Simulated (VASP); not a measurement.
# YAlC4N4 (P4/mmm) in VASP: further runs

YAlC4N4 is run at these levels: PBE; tasks: single point, relaxation of cell and atoms.

Everything below comes from runs of VASP 6.6.1. Logs are shortened: lines on timing, memory, paths and dates and some standing lists are left out, and cuts for length are marked.

### Step 1. The cell of the first run

The structure is tetragonal, space group P4/mmm (No. 123). Conventional cell: a = 7.432 Å, b = 7.432 Å, c = 4.012 Å, α = 90.00°, β = 90.00°, γ = 90.00°. Within 2.9 Å of Y (site symmetry 4/mmm) lie 4 N at 2.21 Å. Al (site symmetry 4/mmm) has 4 C at 1.87 Å within 2.5 Å. Within 1.6 Å of C (site symmetry m2m) lie 1 N at 1.17 Å. N (site symmetry m2m) has 1 C at 1.17 Å within 1.6 Å.

### Step 2. Single point, PBE

File INCAR:

```
SYSTEM = YAlC4N4
PREC = Accurate
ENCUT = 520
EDIFF = 1E-6
ISMEAR = 0
SIGMA = 0.1
LREAL = .False.
LASPH = .True.
NELM = 100
ALGO = Normal
ISIF = 2
LWAVE = .False.
LCHARG = .False.
GGA = PE
NBANDS = 36
```

File KPOINTS:

```
Automatic mesh
0
Gamma
  4 4 4
  0 0 0
```

File POSCAR:

```
YAlC4N4
1.0
    7.4316922700      0.0000000000      0.0000000000
    0.0000000000      7.4316922700      0.0000000000
    0.0000000000      0.0000000000      4.0123255300
Y Al C N
1 1 4 4
Direct
    0.5000000000      0.5000000000      0.0000000000
    0.0000000000      0.0000000000      0.0000000000
    0.1784015200      0.8215984800      0.0000000000
    0.8215984800      0.1784015200      0.0000000000
    0.1784015200      0.1784015200      0.0000000000
    0.8215984800      0.8215984800      0.0000000000
    0.2897240700      0.7102759300      0.0000000000
    0.7102759300      0.2897240700      0.0000000000
    0.2897240700      0.2897240700      0.0000000000
    0.7102759300      0.7102759300      0.0000000000
```

Potentials or basis: VASP PAW PBE potentials, release 64 (Y_sv, Al, C, N).

Started as:

```console
> cat potpaw_PBE.64/Y_sv/POTCAR potpaw_PBE.64/Al/POTCAR potpaw_PBE.64/C/POTCAR potpaw_PBE.64/N/POTCAR > POTCAR
> mpirun -np 1 vasp_std > vasp.out
```

OUTCAR:

```text
SYSTEM = YAlC4N4
   PREC = Accurate
   ENCUT = 520
   EDIFF = 1E-6
   ISMEAR = 0
   LREAL = .False.
   LASPH = .True.
   NELM = 100
   ISIF = 2
   GGA = PE

 ion  position               nearest neighbor table
   1  0.500  0.500  0.000-   7 2.21   8 2.21   9 2.21  10 2.21
   2  0.000  0.000  0.000-   3 1.87   4 1.87   5 1.87   6 1.87
   3  0.178  0.822  0.000-   7 1.17   2 1.87
   4  0.822  0.178  0.000-   8 1.17   2 1.87
   5  0.178  0.178  0.000-   9 1.17   2 1.87
   6  0.822  0.822  0.000-  10 1.17   2 1.87
   7  0.290  0.710  0.000-   3 1.17   1 2.21
   8  0.710  0.290  0.000-   4 1.17   1 2.21
   9  0.290  0.290  0.000-   5 1.17   1 2.21
  10  0.710  0.710  0.000-   6 1.17   1 2.21

  LATTYP: Found a simple tetragonal cell.
 ALAT       =     7.4316922700
 C/A-ratio  =     0.5398939278

  Lattice vectors:

 A1 = (   7.4316922700,   0.0000000000,   0.0000000000)
 A2 = (   0.0000000000,   7.4316922700,   0.0000000000)
 A3 = (   0.0000000000,   0.0000000000,   4.0123255300)

Analysis of symmetry for initial positions (statically):
=====================================================================
 Subroutine PRICEL returns:
 Original cell was already a primitive cell.

 Routine SETGRP: Setting up the symmetry group for a
 simple tetragonal supercell.

 Subroutine GETGRP returns: Found 16 space group operations
 (whereof 16 operations were pure point group operations)
 out of a pool of 16 trial point group operations.

The static configuration has the point symmetry D_4h.

Analysis of symmetry for dynamics (positions and initial velocities):
=====================================================================
 Subroutine PRICEL returns:
 Original cell was already a primitive cell.

 Routine SETGRP: Setting up the symmetry group for a
 simple tetragonal supercell.

 Subroutine GETGRP returns: Found 16 space group operations
 (whereof 16 operations were pure point group operations)
 out of a pool of 16 trial point group operations.

The dynamic configuration has the point symmetry D_4h.

 Subroutine INISYM returns: Found 16 space group operations
 (whereof 16 operations are pure point group operations),
 and found     1 'primitive' translations

----------------------------------------------------------------------------------------

                                     Primitive cell

  volume of cell :     221.6009

  direct lattice vectors                    reciprocal lattice vectors
     7.431692270  0.000000000  0.000000000     0.134558855  0.000000000  0.000000000
     0.000000000  7.431692270  0.000000000     0.000000000  0.134558855  0.000000000
     0.000000000  0.000000000  4.012325530     0.000000000  0.000000000  0.249232021

  length of vectors
     7.431692270  7.431692270  4.012325530     0.134558855  0.134558855  0.249232021

  position of ions in fractional coordinates (direct lattice)
     0.500000000  0.500000000  0.000000000
     0.000000000  0.000000000  0.000000000
     0.178401520  0.821598480  0.000000000
     0.821598480  0.178401520  0.000000000
     0.178401520  0.178401520  0.000000000
     0.821598480  0.821598480  0.000000000
     0.289724070  0.710275930  0.000000000
     0.710275930  0.289724070  0.000000000
     0.289724070  0.289724070  0.000000000
     0.710275930  0.710275930  0.000000000

  ion indices of the primitive-cell ions
   primitive index   ion index
                 1           1
                 2           2
                 3           3
                 4           4
                 5           5
                 6           6
                 7           7
                 8           8
                 9           9
                10          10

----------------------------------------------------------------------------------------

 KPOINTS: Automatic mesh

Automatic generation of k-mesh.
 Grid dimensions read from file:
 generate k-points for:    4    4    4

 Generating k-lattice:

  Cartesian coordinates                     Fractional coordinates (reciprocal lattice)
     0.033639714  0.000000000  0.000000000     0.250000000  0.000000000  0.000000000
     0.000000000  0.033639714  0.000000000     0.000000000  0.250000000  0.000000000
     0.000000000  0.000000000  0.062308005     0.000000000  0.000000000  0.250000000

  Length of vectors
     0.033639714  0.033639714  0.062308005

  Shift w.r.t. Gamma in fractional coordinates (k-lattice)
     0.000000000  0.000000000  0.000000000

 Subroutine IBZKPT returns following result:
 ===========================================

 Found     18 irreducible k-points:

 Following reciprocal coordinates:
            Coordinates               Weight
  0.000000  0.000000  0.000000      1.000000
  0.250000  0.000000  0.000000      4.000000
  0.500000  0.000000  0.000000      2.000000
  0.250000  0.250000  0.000000      4.000000
  0.500000  0.250000  0.000000      4.000000
  0.500000  0.500000  0.000000      1.000000
[... 10 lines left out ...]
  0.500000  0.250000  0.500000      4.000000
  0.500000  0.500000  0.500000      1.000000
   k-points           NKPTS =     18   k-points in BZ     NKDIM =     18   number of bands    NBANDS=     36
   number of dos      NEDOS =    301   number of ions     NIONS =     10
   total plane-waves  NPLWV =  94080
   dimension x,y,z NGX =    56 NGY =   56 NGZ =   30
   dimension x,y,z NGXF=   112 NGYF=  112 NGZF=   60
   ions per type =               1   1   4   4
   NGX,Y,Z   is equivalent  to a cutoff of  12.53, 12.53, 12.43 a.u.
   NGXF,Y,Z  is equivalent  to a cutoff of  25.05, 25.05, 24.86 a.u.
 SYSTEM =  YAlC4N4
   PREC   = accura    normal or accurate (medium, high low for compatibility)
   ISTART =      0    job   : 0-new  1-cont  2-samecut
   ICHARG =      2    charge: 1-file 2-atom 10-const
   ISPIN  =      1    spin polarized calculation?
   LNONCOLLINEAR =      F non collinear calculations
   LSORBIT =      F    spin-orbit coupling
   LASPH  =      T    aspherical Exc in radial PAW
   ENCUT  =  520.0 eV  38.22 Ry    6.18 a.u.  13.82 13.82  7.46*2*pi/ulx,y,z
   NELM   =    100;   NELMIN=  2; NELMDL= -5     # of ELM steps
   EDIFF  = 0.1E-05   stopping-criterion for ELM
   LREAL  =      F    real-space projection
   EDIFFG = 0.1E-04   stopping-criterion for IOM
   NSW    =      0    number of steps for IOM
   IBRION =     -1    ionic relax: 0-MD 1-quasi-New 2-CG
   NFREE  =      0    steps in history (QN), initial steepest desc. (CG)
   ISIF   =      2    stress and relaxation
   ISYM   =      2    0-nonsym 1-usesym 2-fastsym
   POTIM  = 0.5000    time-step for ionic-motion
   TEBEG  =    0.0;   TEEND  =   0.0 temperature during run
   PSTRESS=    0.0 pullay stress
   NELECT =      50.0000    total number of electrons
   NUPDOWN=      -1.0000    fix difference up-down
   EMIN   =  10.00;   EMAX   =-10.00  energy-range for DOS
   EFERMI =   0.00;   METHOD = LEGACY
   ISMEAR =     0;   SIGMA  =   0.10  broadening in eV -4-tet -1-fermi 0-gaus
   EFERMI_NEDOS =   21; number of points for ismear=-14 and -15
   IALGO  =     38    algorithm
   IMIX   =      4    mixing-type and parameters
     AMIX     =   0.40;   BMIX     =  1.00
     AMIX_MAG =   1.60;   BMIX_MAG =  1.00
  volume/ion in A,a.u.               =      22.16       149.54
  Fermi-wavevector in a.u.,A,eV,Ry     =   0.996646  1.883388 13.514714  0.993303
  Thomas-Fermi vector in A             =   2.128749
   LORBIT       =      0    0 simple, 1 ext, 2 COOP (PROOUT), +10 PAW based schemes
   GGA     = PE    functional components
   LHFCALC =     F    Hartree Fock is set to
   AEXX    =    0.0000 exact exchange contribution
   IVDW    =     0    specifies the selected vdW correction
   LEPSILON=     F    determine dielectric tensor
   LRPA    =     F    only Hartree local field effects (RPA)
 non-spin polarized calculation
 Gauss-broadening in eV      SIGMA  =   0.10
  energy-cutoff  :      520.00
  volume of cell :      221.60
 maximum number of plane-waves:      6000
 NGX is ok and might be reduce to    56
   NGX = 27   NGY = 27   NGZ = 15

 number of electron      50.0000009 magnetization

 Free energy of the ion-electron system (eV)
  ---------------------------------------------------
  ext. energy  EPLUGINS =         0.00000000
  ---------------------------------------------------
  free energy    TOTEN  =       -78.96030558 eV

  energy without entropy =      -78.95637382  energy(sigma->0) =      -78.95833970

 E-fermi :   0.5926     XC(G=0):  -6.9266

 val. band max:        0.5379705691   @ k =   0.0000   0.0000   0.0000
 cond. band min:       0.6108322491   @ k =   0.0000   0.0000   0.2500
 fundamental gap:      0.0728616800
 Fermi energy:         0.5925597088

 k-point     1 :       0.0000    0.0000    0.0000
  band No.  band energies     occupation
      1     -42.3506      2.00000
      2     -22.6078      2.00000
      3     -22.6078      2.00000
      4     -22.4211      2.00000
      5     -18.4965      2.00000
      6     -18.3345      2.00000
[... 28 lines left out ...]
     35       5.4027      0.00000
     36       5.4877      0.00000

 k-point     2 :       0.2500    0.0000    0.0000
  band No.  band energies     occupation
      1     -42.3506      2.00000
      2     -22.6080      2.00000
      3     -22.6077      2.00000
      4     -22.4211      2.00000
      5     -18.4705      2.00000
      6     -18.3635      2.00000
[... 28 lines left out ...]
     35       5.0634      0.00000
     36       5.3655      0.00000
[... 583 lines left out ...]
     35       4.8393      0.00000
     36       5.5237      0.00000

 k-point    18 :       0.5000    0.5000    0.5000
  band No.  band energies     occupation
      1     -42.3457      2.00000
      2     -22.5979      2.00000
      3     -22.5979      2.00000
      4     -22.5155      2.00000
      5     -18.4184      2.00000
      6     -18.3577      2.00000
[... 28 lines left out ...]
     35       4.8397      0.00000
     36       5.3916      0.00000

------------------------ aborting loop because EDIFF is reached ----------------------------------------

  FORCE on cell =-STRESS in cart. coord.  units (eV):
  Direction    XX          YY          ZZ          XY          YZ          ZX
  --------------------------------------------------------------------------------------
  -------------------------------------------------------------------------------------
  Total       16.9282869     16.9282869     -1.8831816      0.0000000      0.0000000      0.0000000
  in kB      122.3917083    122.3917083    -13.6154244      0.0000000      0.0000000      0.0000000
  external PRESSURE =      77.0559974 kB  Pullay stress =       0.0000000 kB

 VOLUME and BASIS-vectors are now :
 -----------------------------------------------------------------------------
  energy-cutoff  :      520.00
  volume of cell :      221.60
      direct lattice vectors                 reciprocal lattice vectors
     7.431692270  0.000000000  0.000000000     0.134558855  0.000000000  0.000000000
     0.000000000  7.431692270  0.000000000     0.000000000  0.134558855  0.000000000
     0.000000000  0.000000000  4.012325530     0.000000000  0.000000000  0.249232021

 POSITION                                       TOTAL-FORCE (eV/Angst)
 -----------------------------------------------------------------------------------
      3.71585      3.71585      0.00000        -0.000000     -0.000000      0.000000
      0.00000      0.00000      0.00000        -0.000000     -0.000000      0.000000
      1.32583      6.10587      0.00000         0.545132     -0.545132     -0.000000
      6.10587      1.32583      0.00000        -0.545132      0.545132      0.000000
      1.32583      1.32583      0.00000         0.545132      0.545132      0.000000
      6.10587      6.10587      0.00000        -0.545132     -0.545132      0.000000
      2.15314      5.27855      0.00000        -0.002641      0.002641     -0.000000
      5.27855      2.15314      0.00000         0.002641     -0.002641      0.000000
      2.15314      2.15314      0.00000        -0.002641     -0.002641      0.000000
      5.27855      5.27855      0.00000         0.002641      0.002641      0.000000
 -----------------------------------------------------------------------------------
    total drift:                                0.000000     -0.000000      0.000000

  FREE ENERGIE OF THE ION-ELECTRON SYSTEM (eV)
  ---------------------------------------------------
  free  energy   TOTEN  =       -78.9603055767 eV

  energy  without entropy=      -78.9563738169  energy(sigma->0) =      -78.95833970
```

It took 2.2 min on 1 thread of Intel Xeon Platinum 8259CL at 2.50GHz (Skylake/Cascade Lake), shared host; peak memory 0.38 GiB.

What came out:

| Item | Value |
| --- | --- |
| Free energy | -78.9603 eV |
| Pressure | 7.7 GPa |
| Largest force | 0.771 eV/Å |
| Band gap on the k mesh | zero (bands 25 and 26 overlap by 0.12 eV) |

Forces on the atoms (eV/Å):
```
Y    0.000  0.000  0.000
Al   0.000  0.000  0.000
C    0.545 -0.545  0.000
C   -0.545  0.545  0.000
C    0.545  0.545  0.000
C   -0.545 -0.545  0.000
N   -0.003  0.003  0.000
N    0.003 -0.003  0.000
N   -0.003 -0.003  0.000
N    0.003  0.003  0.000
```

Stress tensor (GPa, compression positive):
```
12.24  0.00  0.00
 0.00 12.24  0.00
 0.00  0.00 -1.36
```

Caveat: the k points lie up to 0.39 Å⁻¹ apart.

(Continued in part 2 of 2.)
